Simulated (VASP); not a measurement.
# Zr3O (P6_322) in VASP: a series of runs, part 2 of 2

VASP 6.6.1. The steps go on from the part before.

## 5. Single point, PBEsol

This run uses another cell than the first one, of the same volume but with other edges.

INCAR reads:

```
  ALGO = Normal
  EDIFF = 1E-6
  ENCUT = 520
  GGA = PS
  ISIF = 2
  ISMEAR = 0
  LASPH = T
  LCHARG = F
  LREAL = F
  LWAVE = F
  NBANDS = 52
  NELM = 60
  PREC = Accurate
  SIGMA = 0.15
```

KPOINTS reads:

```
k-points
0
Gamma
  9 9 8
```

POSCAR reads:

```
Zr3O
1.0
    5.6460296809      0.0000000000      0.0000000000
   -2.8230148404      4.8896051342      0.0000000000
    0.0000000000      0.0000000000      5.0435983139
Zr O
6 2
Direct
    0.3327567562      0.0000000000      0.0000000000
    0.3327567562      0.3327567562      0.5000000000
    0.0000000000      0.3327567562      0.0000000000
    0.6672432438      0.0000000000      0.5000000000
    0.6672432438      0.6672432438      0.0000000000
    0.0000000000      0.6672432438      0.5000000000
    0.3333333333      0.6666666667      0.2500000000
    0.6666666667      0.3333333333      0.7500000000
```

Command:

```
cat potpaw_PBE.64/Zr_sv/POTCAR potpaw_PBE.64/O/POTCAR > POTCAR
mpirun -np 1 vasp_std > vasp.out
```

Run time: 4.3 min. Hardware: 1 thread of Intel Xeon 6975P-C (Granite Rapids), shared host; peak memory 0.47 GiB.

It converged, with:

```
Free energy            : -76.5877 eV
Pressure               : -0.6 GPa
Largest force          : 0.619 eV/Å
Band gap on the k mesh : zero (bands 42 and 43 overlap by 0.76 eV)
```

Forces on the atoms (eV/Å):
```
Zr   0.619  0.000  0.000
Zr   0.310  0.536  0.000
Zr  -0.310  0.536  0.000
Zr  -0.619  0.000  0.000
Zr  -0.310 -0.536  0.000
Zr   0.310 -0.536  0.000
O    0.000  0.000  0.000
O    0.000  0.000  0.000
```

Stress tensor (GPa, compression positive):
```
-2.51  0.00  0.00
 0.00 -2.51  0.00
 0.00  0.00  3.19
```

Levels at points of the mesh, in eV from the Fermi level:
```tsv
k point	band 40	band 41	band 42	band 43	band 44	band 45
(0.00, 0.00, 0.00)	-1.07	0.27	0.64	0.64	0.86	0.86
(0.00, 0.00, 0.50)	-0.20	-0.10	-0.10	0.03	0.03	0.08
```

Caveat: the stress differs along the axes, from -3 to 3 GPa; the PAW data sets were made with another functional, which shifts forces and pressure a little.

## 6. Single point, PBEsol

This run uses another cell than the first one, of the same volume but with other edges.

INCAR reads:

```
PREC = Accurate ; ENCUT = 520
EDIFF = 1E-6 ; ISMEAR = 0
SIGMA = 0.15 ; LREAL = F
LASPH = T ; NELM = 60
ALGO = Normal ; ISIF = 2
LWAVE = F ; LCHARG = F
GGA = PS ; NBANDS = 52
```

KPOINTS reads:

```
regular mesh
0
Gamma
  9 9 8
```

POSCAR reads:

```
Zr3O
1.0
    5.5250015459      0.0000000000      0.0000000000
   -2.7625007729      4.7847916947      0.0000000000
    0.0000000000      0.0000000000      5.2669839737
Zr O
6 2
Direct
    0.3461873000      0.0000000000      0.0000000000
    0.3461873000      0.3461873000      0.5000000000
    0.0000000000      0.3461873000      0.0000000000
    0.6538127000      0.0000000000      0.5000000000
    0.6538127000      0.6538127000      0.0000000000
    0.0000000000      0.6538127000      0.5000000000
    0.3333333333      0.6666666667      0.2500000000
    0.6666666667      0.3333333333      0.7500000000
```

Potentials or basis: VASP PAW PBE potentials, release 64 (Zr_sv, O).

Command:

```
cat potpaw_PBE.64/Zr_sv/POTCAR potpaw_PBE.64/O/POTCAR > POTCAR
mpirun -np 1 vasp_std > vasp.out
```

OUTCAR:

```text
PREC = Accurate
   ENCUT = 520
   EDIFF = 1E-6
   ISMEAR = 0
   LREAL = F
   LASPH = T
   NELM = 60
   ISIF = 2
   GGA = PS

 ion  position               nearest neighbor table
   1  0.346  0.000  0.000-   7 2.24   8 2.24   5 3.13   5 3.13   3 3.13   3 3.13   4 3.13   4 3.13
                             2 3.25   2 3.25   6 3.25   6 3.25   3 3.31   5 3.31
   2  0.346  0.346  0.500-   7 2.24   8 2.24   4 3.13   6 3.13   4 3.13   6 3.13   5 3.13   5 3.13
                             1 3.25   1 3.25   3 3.25   3 3.25   6 3.31   4 3.31
   3  0.000  0.346  0.000-   8 2.24   7 2.24   5 3.13   1 3.13   5 3.13   1 3.13   6 3.13   6 3.13
                             2 3.25   2 3.25   4 3.25   4 3.25   1 3.31   5 3.31
   4  0.654  0.000  0.500-   8 2.24   7 2.24   2 3.13   2 3.13   6 3.13   6 3.13   1 3.13   1 3.13
                             5 3.25   5 3.25   3 3.25   3 3.25   6 3.31   2 3.31
   5  0.654  0.654  0.000-   8 2.24   7 2.24   1 3.13   3 3.13   1 3.13   3 3.13   2 3.13   2 3.13
                             4 3.25   4 3.25   6 3.25   6 3.25   3 3.31   1 3.31
   6  0.000  0.654  0.500-   7 2.24   8 2.24   2 3.13   4 3.13   2 3.13   4 3.13   3 3.13   3 3.13
                             5 3.25   5 3.25   1 3.25   1 3.25   4 3.31   2 3.31
   7  0.333  0.667  0.250-   1 2.24   6 2.24   4 2.24   3 2.24   2 2.24   5 2.24
   8  0.667  0.333  0.750-   4 2.24   3 2.24   1 2.24   6 2.24   5 2.24   2 2.24
[... 1524 lines left out ...]
     51      12.9270      0.00000
     52      13.2667      0.00000

 [... further k-points ...]

------------------------ aborting loop because EDIFF is reached ----------------------------------------

  FORCE on cell =-STRESS in cart. coord.  units (eV):
  Direction    XX          YY          ZZ          XY          YZ          ZX
  --------------------------------------------------------------------------------------
  -------------------------------------------------------------------------------------
  Total        2.5016883      2.5016883     -1.4095246      0.0000000      0.0000000      0.0000000
  in kB       28.7863325     28.7863325    -16.2190647      0.0000000      0.0000000      0.0000000
  external PRESSURE =      13.7845334 kB  Pullay stress =       0.0000000 kB

 VOLUME and BASIS-vectors are now :
 -----------------------------------------------------------------------------
  energy-cutoff  :      520.00
  volume of cell :      139.24
      direct lattice vectors                 reciprocal lattice vectors
     5.525001546  0.000000000  0.000000000     0.180995424  0.104497757  0.000000000
    -2.762500773  4.784791695  0.000000000     0.000000000  0.208995514  0.000000000
     0.000000000  0.000000000  5.266983974     0.000000000  0.000000000  0.189861979

 POSITION                                       TOTAL-FORCE (eV/Angst)
 -----------------------------------------------------------------------------------
      1.91269      0.00000      0.00000        -0.541599      0.000000     -0.000000
      0.95634      1.65643      2.63349        -0.270799     -0.469038     -0.000000
     -0.95634      1.65643      0.00000         0.270799     -0.469038     -0.000000
      3.61232      0.00000      2.63349         0.541599      0.000000     -0.000000
      1.80616      3.12836      0.00000         0.270799      0.469038     -0.000000
     -1.80616      3.12836      2.63349        -0.270799      0.469038     -0.000000
     -0.00000      3.18986      1.31675        -0.000000      0.000000      0.000000
      2.76250      1.59493      3.95024        -0.000000      0.000000     -0.000000
 -----------------------------------------------------------------------------------
    total drift:                               -0.000001      0.000000     -0.000000

  FREE ENERGIE OF THE ION-ELECTRON SYSTEM (eV)
  ---------------------------------------------------
  free  energy   TOTEN  =       -76.6073886973 eV

  energy  without entropy=      -76.5245827591  energy(sigma->0) =      -76.56598573
```

OSZICAR:

```text
N       E                     dE             d eps       ncg     rms          rms(c)
DAV:   1     0.919854630471E+03    0.91985E+03   -0.45595E+04  6248   0.164E+03
DAV:   2     0.306369132911E+01   -0.91679E+03   -0.89652E+03  7160   0.493E+02
DAV:   3    -0.755044586359E+02   -0.78568E+02   -0.77181E+02  9520   0.117E+02
DAV:   4    -0.817992669581E+02   -0.62948E+01   -0.62648E+01  9504   0.285E+01
DAV:   5    -0.821753283247E+02   -0.37606E+00   -0.37590E+00  8528   0.524E+00    0.361E+01
DAV:   6    -0.769763095557E+02    0.51990E+01   -0.24829E+01  8084   0.212E+01    0.162E+01
DAV:   7    -0.766353894602E+02    0.34092E+00   -0.36634E+00  7992   0.720E+00    0.627E+00
DAV:   8    -0.766052918249E+02    0.30098E-01   -0.32690E-01  7984   0.255E+00    0.130E+00
DAV:   9    -0.766098985205E+02   -0.46067E-02   -0.95638E-02  8056   0.136E+00    0.611E-01
DAV:  10    -0.766073685973E+02    0.25299E-02   -0.23994E-02  8312   0.601E-01    0.843E-02
DAV:  11    -0.766073985275E+02   -0.29930E-04   -0.89363E-04  7720   0.129E-01    0.387E-02
DAV:  12    -0.766073880152E+02    0.10512E-04   -0.17163E-04  9040   0.499E-02    0.902E-03
DAV:  13    -0.766073886973E+02   -0.68203E-06   -0.86715E-06  6552   0.127E-02
   1 F= -.76607389E+02 E0= -.76565986E+02  d E =-.828059E-01
```

Wall time 3.9 min (1 thread of Intel Xeon 6975P-C (Granite Rapids), shared host); peak memory 0.46 GiB.

What came out:

```
Free energy            : -76.6074 eV
Pressure               : 1.4 GPa
Largest force          : 0.542 eV/Å
Band gap on the k mesh : zero (bands 42 and 43 overlap by 0.53 eV)
```

Forces on the atoms (eV/Å):
```
Zr  -0.542  0.000  0.000
Zr  -0.271 -0.469  0.000
Zr   0.271 -0.469  0.000
Zr   0.542  0.000  0.000
Zr   0.271  0.469  0.000
Zr  -0.271  0.469  0.000
O    0.000  0.000  0.000
O    0.000  0.000  0.000
```

Caveat: the PAW data sets were made with another functional, which shifts forces and pressure a little.

## 7. Overview

| cell | gap on the mesh (eV) | pressure (GPa) | largest force (eV/Å) |
| --- | --- | --- | --- |
| a = 5.584, b = 5.584, c = 5.156 Å, angles 90.0, 90.0, 120.0°, 8 atoms, atomic positions A | none | 1.3 | 0.52 |
| a = 5.646, b = 5.646, c = 5.044 Å, angles 90.0, 90.0, 120.0°, 8 atoms, atomic positions B | none | 0.2 | 0.04 |
| a = 5.850, b = 5.850, c = 4.698 Å, angles 90.0, 90.0, 120.0°, 8 atoms, atomic positions C | none | -0.6 | 1.79 |
| a = 5.646, b = 5.646, c = 5.044 Å, angles 90.0, 90.0, 120.0°, 8 atoms, atomic positions D | none | -0.6 | 0.62 |
| a = 5.525, b = 5.525, c = 5.267 Å, angles 90.0, 90.0, 120.0°, 8 atoms, atomic positions A | none | 1.4 | 0.54 |

Alike in all rows: task single point; level PBEsol; potentials or basis VASP PAW PBE potentials, release 64 (Zr_sv, O); no spin polarisation; k mesh 9 × 9 × 8; cutoff (eV) 520; smearing gaussian 0.15 eV.

Caveats: the PAW data sets were made with another functional, which shifts forces and pressure a little; the stress differs along the axes, from -2 to 4 GPa (at least some runs); the stress differs along the axes, from -8 to 15 GPa (at least some runs); the stress differs along the axes, from -3 to 3 GPa (at least some runs).

Absolute energies hang on the potentials; compare differences alone.
